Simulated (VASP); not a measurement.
A run of VASP 6.6.1 is set up as follows.

The input INCAR:

```
  PREC = Accurate
  ENCUT = 520
  EDIFF = 1E-7
  ISMEAR = 0
  SIGMA = 0.01
  LREAL = Auto
  LASPH = True
  NELM = 100
  ALGO = Normal
  ISIF = 2
  LWAVE = False
  LCHARG = False
  GGA = PE
  NBANDS = 186
```

The input KPOINTS:

```
Automatic mesh
0
Gamma
  1 1 1
```

Contents of POSCAR:

```
AlN
1.0
    9.3906252598      0.0000000000      0.0000000000
   -4.6953126299      8.1325200324      0.0000000000
    0.0000000000      0.0000000000     10.0360866438
Al N
36 36
Direct
    0.2222222222      0.1111111111      0.2496171129
    0.2222222222      0.1111111111      0.7496171129
    0.2222222222      0.4444444444      0.2496171129
    0.2222222222      0.4444444444      0.7496171129
    0.2222222222      0.7777777778      0.2496171129
    0.2222222222      0.7777777778      0.7496171129
    0.5555555556      0.1111111111      0.2496171129
    0.5555555556      0.1111111111      0.7496171129
    0.5555555556      0.4444444444      0.2496171129
    0.5555555556      0.4444444444      0.7496171129
    0.5555555556      0.7777777778      0.2496171129
    0.5555555556      0.7777777778      0.7496171129
    0.8888888889      0.1111111111      0.2496171129
    0.8888888889      0.1111111111      0.7496171129
    0.8888888889      0.4444444444      0.2496171129
    0.8888888889      0.4444444444      0.7496171129
    0.8888888889      0.7777777778      0.2496171129
    0.8888888889      0.7777777778      0.7496171129
    0.1111111111      0.2222222222      0.4996171129
    0.1111111111      0.2222222222      0.9996171129
    0.1111111111      0.5555555556      0.4996171129
    0.1111111111      0.5555555556      0.9996171129
    0.1111111111      0.8888888889      0.4996171129
    0.1111111111      0.8888888889      0.9996171129
    0.4444444444      0.2222222222      0.4996171129
    0.4444444444      0.2222222222      0.9996171129
    0.4444444444      0.5555555556      0.4996171129
    0.4444444444      0.5555555556      0.9996171129
    0.4444444444      0.8888888889      0.4996171129
    0.4444444444      0.8888888889      0.9996171129
    0.7777777778      0.2222222222      0.4996171129
    0.7777777778      0.2222222222      0.9996171129
    0.7777777778      0.5555555556      0.4996171129
    0.7777777778      0.5555555556      0.9996171129
    0.7777777778      0.8888888889      0.4996171129
    0.7777777778      0.8888888889      0.9996171129
    0.2222222222      0.1111111111      0.4403828871
    0.2222222222      0.1111111111      0.9403828871
    0.2222222222      0.4444444444      0.4403828871
    0.2222222222      0.4444444444      0.9403828871
    0.2222222222      0.7777777778      0.4403828871
    0.2222222222      0.7777777778      0.9403828871
    0.5555555556      0.1111111111      0.4403828871
    0.5555555556      0.1111111111      0.9403828871
    0.5555555556      0.4444444444      0.4403828871
    0.5555555556      0.4444444444      0.9403828871
    0.5555555556      0.7777777778      0.4403828871
    0.5555555556      0.7777777778      0.9403828871
    0.8888888889      0.1111111111      0.4403828871
    0.8888888889      0.1111111111      0.9403828871
    0.8888888889      0.4444444444      0.4403828871
    0.8888888889      0.4444444444      0.9403828871
    0.8888888889      0.7777777778      0.4403828871
    0.8888888889      0.7777777778      0.9403828871
    0.1111111111      0.2222222222      0.1903828871
    0.1111111111      0.2222222222      0.6903828871
    0.1111111111      0.5555555556      0.1903828871
    0.1111111111      0.5555555556      0.6903828871
    0.1111111111      0.8888888889      0.1903828871
    0.1111111111      0.8888888889      0.6903828871
    0.4444444444      0.2222222222      0.1903828871
    0.4444444444      0.2222222222      0.6903828871
    0.4444444444      0.5555555556      0.1903828871
    0.4444444444      0.5555555556      0.6903828871
    0.4444444444      0.8888888889      0.1903828871
    0.4444444444      0.8888888889      0.6903828871
    0.7777777778      0.2222222222      0.1903828871
    0.7777777778      0.2222222222      0.6903828871
    0.7777777778      0.5555555556      0.1903828871
    0.7777777778      0.5555555556      0.6903828871
    0.7777777778      0.8888888889      0.1903828871
    0.7777777778      0.8888888889      0.6903828871
```

Potentials or basis: VASP PAW PBE potentials, release 64 (Al, N).

Command:

```sh
$ cat potpaw_PBE.64/Al/POTCAR potpaw_PBE.64/N/POTCAR > POTCAR
$ mpirun -np 1 vasp_gam > vasp.out
```

Problem. Estimate the pressure.

Solution. -0.2 GPa.

Problem. Estimate the largest force.

Solution. 0.068 eV/Å.

Forces on the atoms (eV/Å):
```
Al   0.000  0.000 -0.068
Al   0.000  0.000 -0.068
Al   0.000  0.000 -0.068
Al   0.000  0.000 -0.068
Al   0.000  0.000 -0.068
Al   0.000  0.000 -0.068
Al   0.000  0.000 -0.068
Al   0.000  0.000 -0.068
Al   0.000  0.000 -0.068
Al   0.000  0.000 -0.068
Al   0.000  0.000 -0.068
Al   0.000  0.000 -0.068
Al   0.000  0.000 -0.068
Al   0.000  0.000 -0.068
Al   0.000  0.000 -0.068
Al   0.000  0.000 -0.068
Al   0.000  0.000 -0.068
Al   0.000  0.000 -0.068
Al   0.000  0.000 -0.068
Al   0.000  0.000 -0.068
Al   0.000  0.000 -0.068
Al   0.000  0.000 -0.068
Al   0.000  0.000 -0.068
Al   0.000  0.000 -0.068
Al   0.000  0.000 -0.068
Al   0.000  0.000 -0.068
Al   0.000  0.000 -0.068
Al   0.000  0.000 -0.068
Al   0.000  0.000 -0.068
Al   0.000  0.000 -0.068
Al   0.000  0.000 -0.068
Al   0.000  0.000 -0.068
Al   0.000  0.000 -0.068
Al   0.000  0.000 -0.068
Al   0.000  0.000 -0.068
Al   0.000  0.000 -0.068
N    0.000  0.000  0.068
N    0.000  0.000  0.068
N    0.000  0.000  0.068
N    0.000  0.000  0.068
N    0.000  0.000  0.068
N    0.000  0.000  0.068
N    0.000  0.000  0.068
N    0.000  0.000  0.068
N    0.000  0.000  0.068
N    0.000  0.000  0.068
N    0.000  0.000  0.068
N    0.000  0.000  0.068
N    0.000  0.000  0.068
N    0.000  0.000  0.068
N    0.000  0.000  0.068
N    0.000  0.000  0.068
N    0.000  0.000  0.068
N    0.000  0.000  0.068
N    0.000  0.000  0.068
N    0.000  0.000  0.068
N    0.000  0.000  0.068
N    0.000  0.000  0.068
N    0.000  0.000  0.068
N    0.000  0.000  0.068
N    0.000  0.000  0.068
N    0.000  0.000  0.068
N    0.000  0.000  0.068
N    0.000  0.000  0.068
N    0.000  0.000  0.068
N    0.000  0.000  0.068
N    0.000  0.000  0.068
N    0.000  0.000  0.068
N    0.000  0.000  0.068
N    0.000  0.000  0.068
N    0.000  0.000  0.068
N    0.000  0.000  0.068
```

Caveat: the k points lie up to 0.77 Å⁻¹ apart.
